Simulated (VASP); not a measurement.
# InSe in VASP: a series of runs, part 2 of 2

VASP 6.6.1.

## Step 3: Electric field gradients, PBE (25.03 Å³/atom)

This run uses another cell than the first one, of 25.03 Å³/atom.

INCAR reads:

```
SYSTEM = InSe
ALGO = Normal ; EDIFF = 1E-8
ENCUT = 520 ; GGA = PE
ISIF = 2 ; ISMEAR = -1
LASPH = .TRUE. ; LCHARG = .FALSE.
LEFG = .TRUE. ; LREAL = .FALSE.
LWAVE = .FALSE. ; NBANDS = 27
NELM = 60 ; PREC = Accurate
SIGMA = 0.02
```

KPOINTS reads:

```
k-points
0
G
  7 7 6
  0 0 0
```

POSCAR reads:

```
InSe
1.0
    5.7885969728     -2.0272263251      0.0000000000
    5.7885969728      2.0272263251      0.0000000000
   -1.5777993207      0.0000000000      4.2652214539
In Se
2 2
Direct
    0.8840000000      0.8840000000      0.0050000000
    0.1160000000      0.1160000000      0.9950000000
    0.6600000000      0.6600000000      0.6420000000
    0.3400000000      0.3400000000      0.3580000000
```

Potentials or basis: VASP PAW PBE potentials, release 64 (In_d, Se).

Started as:

```bash
$ cat potpaw_PBE.64/In_d/POTCAR potpaw_PBE.64/Se/POTCAR > POTCAR
$ mpirun -np 1 vasp_std > vasp.out
```

OUTCAR:

```text
SYSTEM = InSe
   EDIFF = 1E-8
   ENCUT = 520
   GGA = PE
   ISIF = 2
   ISMEAR = -1
   LASPH = .TRUE.
   LREAL = .FALSE.
   NELM = 60
   PREC = Accurate

 ion  position               nearest neighbor table
   1  0.884  0.884  0.005-   3 2.55   2 2.70   4 2.74   4 2.74   2 3.69   2 3.69
   2  0.116  0.116  0.995-   4 2.55   1 2.70   3 2.74   3 2.74   1 3.69   1 3.69
   3  0.660  0.660  0.642-   1 2.55   2 2.74   2 2.74
   4  0.340  0.340  0.358-   2 2.55   1 2.74   1 2.74

  LATTYP: Found a base centered monoclinic cell.
 ALAT       =    11.5771939456
 B/A-ratio  =     0.3502103074
 C/A-ratio  =     0.3928152938
 COS(beta)  =    -0.3469445484

  Lattice vectors:

 A1 = (   5.7885969728,  -2.0272263251,   0.0000000000)
 A2 = (   5.7885969728,   2.0272263251,   0.0000000000)
 A3 = (  -1.5777993207,   0.0000000000,   4.2652214539)

Analysis of symmetry for initial positions (statically):
=====================================================================
 Subroutine PRICEL returns:
 Original cell was already a primitive cell.

 Routine SETGRP: Setting up the symmetry group for a
 base centered monoclinic supercell.

 Subroutine GETGRP returns: Found  4 space group operations
 (whereof  4 operations were pure point group operations)
 out of a pool of  4 trial point group operations.

The static configuration has the point symmetry C_2h.

Analysis of symmetry for dynamics (positions and initial velocities):
=====================================================================
 Subroutine PRICEL returns:
 Original cell was already a primitive cell.

 Routine SETGRP: Setting up the symmetry group for a
 base centered monoclinic supercell.

 Subroutine GETGRP returns: Found  4 space group operations
 (whereof  4 operations were pure point group operations)
 out of a pool of  4 trial point group operations.

The dynamic configuration has the point symmetry C_2h.

 Subroutine INISYM returns: Found  4 space group operations
 (whereof  4 operations are pure point group operations),
 and found     1 'primitive' translations

----------------------------------------------------------------------------------------

                                     Primitive cell

  volume of cell :     100.1030

  direct lattice vectors                    reciprocal lattice vectors
     5.788596973 -2.027226325  0.000000000     0.086376717 -0.246642417  0.031952649
     5.788596973  2.027226325  0.000000000     0.086376717  0.246642417  0.031952649
    -1.577799321  0.000000000  4.265221454     0.000000000  0.000000000  0.234454415

  length of vectors
     6.133310810  6.133310810  4.547698841     0.263276263  0.263276263  0.234454415

  position of ions in fractional coordinates (direct lattice)
     0.884000000  0.884000000  0.005000000
     0.116000000  0.116000000  0.995000000
     0.660000000  0.660000000  0.642000000
     0.340000000  0.340000000  0.358000000

  ion indices of the primitive-cell ions
   primitive index   ion index
                 1           1
                 2           2
                 3           3
[... 88 lines left out ...]
   ISMEAR =    -1;   SIGMA  =   0.02  broadening in eV -4-tet -1-fermi 0-gaus
   EFERMI_NEDOS =   21; number of points for ismear=-14 and -15
   IALGO  =     38    algorithm
   IMIX   =      4    mixing-type and parameters
     AMIX     =   0.40;   BMIX     =  1.00
     AMIX_MAG =   1.60;   BMIX_MAG =  1.00
  volume/ion in A,a.u.               =      25.03       168.88
  Fermi-wavevector in a.u.,A,eV,Ry     =   1.185369  2.240023 19.117549  1.405100
  Thomas-Fermi vector in A             =   2.321564
   LORBIT       =      0    0 simple, 1 ext, 2 COOP (PROOUT), +10 PAW based schemes
   GGA     = PE    functional components
   LHFCALC =     F    Hartree Fock is set to
   AEXX    =    0.0000 exact exchange contribution
   IVDW    =     0    specifies the selected vdW correction
   LEPSILON=     F    determine dielectric tensor
   LRPA    =     F    only Hartree local field effects (RPA)
 non-spin polarized calculation
  energy-cutoff  :      520.00
  volume of cell :      100.10
 maximum number of plane-waves:      2725
 NGX is ok and might be reduce to    48
   NGX = 23   NGY = 23   NGZ = 17

 number of electron      37.9999997 magnetization

 Free energy of the ion-electron system (eV)
  ---------------------------------------------------
  ext. energy  EPLUGINS =         0.00000000
  ---------------------------------------------------
  free energy    TOTEN  =       -13.77507521 eV

  energy without entropy =      -13.77507521  energy(sigma->0) =      -13.77507521

 E-fermi :   5.7672     XC(G=0):  -9.7700

 val. band max:        5.3922671014   @ k =  -0.2857  -0.2857   0.3333
 cond. band min:       6.4319834564   @ k =   0.4286   0.4286   0.0000
 fundamental gap:      1.0397163550
 Fermi energy:         5.7672276444

 k-point     1 :       0.0000    0.0000    0.0000
  band No.  band energies     occupation
      1      -9.4434      2.00000
      2      -9.3834      2.00000
      3      -9.0494      2.00000
      4      -9.0332      2.00000
      5      -8.9851      2.00000
      6      -8.9795      2.00000
[... 709 lines left out ...]
     26      12.1389      0.00000
     27      13.1153      0.00000

 [... further k-points ...]

------------------------ aborting loop because EDIFF is reached ----------------------------------------

  FORCE on cell =-STRESS in cart. coord.  units (eV):
  Direction    XX          YY          ZZ          XY          YZ          ZX
  --------------------------------------------------------------------------------------
  -------------------------------------------------------------------------------------
  Total        5.7038167      2.3296584      2.9542689      0.0000000      0.0000000      1.8140136
  in kB       91.2912201     37.2868497     47.2839205      0.0000000      0.0000000     29.0338074
  external PRESSURE =      58.6206634 kB  Pullay stress =       0.0000000 kB

 VOLUME and BASIS-vectors are now :
 -----------------------------------------------------------------------------
  energy-cutoff  :      520.00
  volume of cell :      100.10
      direct lattice vectors                 reciprocal lattice vectors
     5.788596973 -2.027226325  0.000000000     0.086376717 -0.246642417  0.031952649
     5.788596973  2.027226325  0.000000000     0.086376717  0.246642417  0.031952649
    -1.577799321  0.000000000  4.265221454     0.000000000  0.000000000  0.234454415

 POSITION                                       TOTAL-FORCE (eV/Angst)
 -----------------------------------------------------------------------------------
     10.22635      0.00000      0.02133         0.062516      0.000000      0.561172
     -0.22696      0.00000      4.24390        -0.062516      0.000000     -0.561172
      6.62800      0.00000      2.73827        -0.895677      0.000000     -0.458726
      3.37139      0.00000      1.52695         0.895677      0.000000      0.458726
 -----------------------------------------------------------------------------------
    total drift:                               -0.000000     -0.000000      0.000000

  FREE ENERGIE OF THE ION-ELECTRON SYSTEM (eV)
  ---------------------------------------------------
  free  energy   TOTEN  =       -13.7750752112 eV

  energy  without entropy=      -13.7750752111  energy(sigma->0) =      -13.77507521

 Electric field gradients (V/A^2)
---------------------------------------------------------------------
 ion       V_xx      V_yy      V_zz      V_xy      V_xz      V_yz
---------------------------------------------------------------------
   1    -187.459   103.932    83.527     0.000   -47.113    -0.000
   2    -187.459   103.932    83.527    -0.000   -47.113     0.000
   3      67.179   -21.763   -45.416     0.000    15.909     0.000
   4      67.179   -21.763   -45.416    -0.000    15.909     0.000
---------------------------------------------------------------------

 Electric field gradients after diagonalization (V/A^2)
 (convention: |V_zz| > |V_xx| > |V_yy|)
----------------------------------------------------------------------
 ion       V_xx      V_yy      V_zz     asymmetry (V_yy - V_xx)/ V_zz
----------------------------------------------------------------------
   1     103.932    91.484  -195.416       0.064
   2     103.932    91.484  -195.416       0.064
   3     -47.621   -21.763    69.384       0.373
   4     -47.621   -21.763    69.384       0.373
----------------------------------------------------------------------

           NMR quadrupolar parameters

 Cq : quadrupolar parameter    Cq=e*Q*V_zz/h
 eta: asymmetry parameters     (V_yy - V_xx)/ V_zz
 Q  : nuclear electric quadrupole moment in mb (millibarn)
----------------------------------------------------------------------
 ion       Cq(MHz)       eta       Q (mb)
----------------------------------------------------------------------
   1      -0.473       0.064       1.000
   2      -0.473       0.064       1.000
   3       0.168       0.373       1.000
   4       0.168       0.373       1.000
----------------------------------------------------------------------
```

OSZICAR:

```text
N       E                     dE             d eps       ncg     rms          rms(c)
DAV:   1     0.339055976520E+03    0.33906E+03   -0.17760E+04  4755   0.164E+03
DAV:   2     0.259088792164E+02   -0.31315E+03   -0.30396E+03  4804   0.398E+02
DAV:   3    -0.125326080114E+02   -0.38441E+02   -0.37719E+02  5882   0.146E+02
DAV:   4    -0.142009546275E+02   -0.16683E+01   -0.16625E+01  5877   0.303E+01
DAV:   5    -0.142516022773E+02   -0.50648E-01   -0.50640E-01  6897   0.544E+00    0.690E+00
DAV:   6    -0.137985548066E+02    0.45305E+00   -0.83338E-01  6819   0.152E+01    0.415E+00
DAV:   7    -0.137758209292E+02    0.22734E-01   -0.37698E-01  7319   0.491E+00    0.119E+00
DAV:   8    -0.137743775538E+02    0.14434E-02   -0.46550E-02  7164   0.242E+00    0.612E-01
DAV:   9    -0.137750164916E+02   -0.63894E-03   -0.54132E-03  6625   0.736E-01    0.190E-01
DAV:  10    -0.137750415956E+02   -0.25104E-04   -0.47757E-04  6497   0.160E-01    0.116E-01
DAV:  11    -0.137750782987E+02   -0.36703E-04   -0.14873E-04  5946   0.120E-01    0.336E-02
DAV:  12    -0.137750749305E+02    0.33682E-05   -0.18571E-05  5285   0.315E-02    0.180E-02
DAV:  13    -0.137750751753E+02   -0.24487E-06   -0.34503E-06  6825   0.124E-02    0.995E-03
DAV:  14    -0.137750754102E+02   -0.23489E-06   -0.92719E-07  5763   0.982E-03    0.420E-03
DAV:  15    -0.137750752246E+02    0.18562E-06   -0.18396E-07  5551   0.388E-03    0.368E-04
DAV:  16    -0.137750752019E+02    0.22752E-07   -0.17449E-08  4875   0.862E-04    0.506E-04
DAV:  17    -0.137750752112E+02   -0.93323E-08   -0.11439E-09  2775   0.327E-04
   1 F= -.13775075E+02 E0= -.13775075E+02  d E =-.388537E-10
```

stdout:

```text
POSCAR found type information on POSCAR InSe
 POSCAR found :  2 types and       4 ions
 scaLAPACK will be used
 LDA part: xc-table for (Slater+PW92), standard interpolation
 POSCAR, INCAR and KPOINTS ok, starting setup
 FFT: planning ... GRIDC
 FFT: planning ... GRID_SOFT
 FFT: planning ... GRID
 WAVECAR not read
 entering main loop
ion   1

ion   2

ion   3

ion   4
```

Run time: 2.7 min. Hardware: 1 thread of Intel Xeon 6975P-C (Granite Rapids), shared host; peak memory 0.4 GiB.

Results:

| Quantity | Value |
| --- | --- |
| Free energy | -13.7751 eV |
| Pressure | 5.9 GPa |
| Largest force | 1.006 eV/Å |
| Band gap on the k mesh | 1.04 eV (least direct gap 1.40 eV) |
| Largest electric field gradient by atom | In -195.4; Se +69.4 V/Å² |

Forces on the atoms (eV/Å):
```
In   0.063  0.000  0.561
In  -0.063  0.000 -0.561
Se  -0.896  0.000 -0.459
Se   0.896  0.000  0.459
```

Electric field gradients, principal values (V/Å²):
```tsv
atom	least	middle	greatest (by size)
1 In	91.484	103.932	-195.416
2 In	91.484	103.932	-195.416
3 Se	-21.763	-47.621	69.384
4 Se	-21.763	-47.621	69.384
```

Caveat: the cell stands under pressure; without QUAD_EFG the Cq values of the log hold for a quadrupole moment of 1 mb, not for the nuclei; spin-orbit coupling is left out, which moves the levels of the heavy elements; an odd mesh through Γ misses points on the zone boundary, where band edges can lie; forces of over 1 eV/Å act on the atoms, so gaps and moduli don't describe the material at rest.
